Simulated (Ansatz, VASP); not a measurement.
## Two plane-wave programs on BN

```
CELL_PARAMETERS angstrom
0.00000 1.82069 1.82069
1.82069 0.00000 1.82069
1.82069 1.82069 0.00000
ATOMIC_POSITIONS crystal
B 0.00000 0.00000 0.00000
N 0.25000 0.25000 0.25000
```

Alike in both runs: task single point; functional PBEsol; k mesh 12 × 12 × 12; occupations gaussian, width 0.02 eV; no spin polarisation.

|  | VASP | Ansatz |
| --- | --- | --- |
| version | VASP 6.6.1 | Ansatz 0.2.0 |
| potentials or method | VASP PAW PBE potentials, release 64 (B, N), cutoff 600 eV | scalar-relativistic, plane waves, PAW |
| valence electrons in the cell | 8 | 8 |

|  | VASP | Ansatz | Ansatz less VASP |
| --- | --- | --- | --- |
| gap on the k mesh at the Fermi level (eV) | 4.25 | 4.27 | +0.012 |
| least direct gap on the mesh (eV) | 8.66 | 8.67 | +0.008 |
| pressure (GPa) | -10.6 | -10.8 | -0.23 |

VASP's potentials were made for PBE, not for PBEsol.
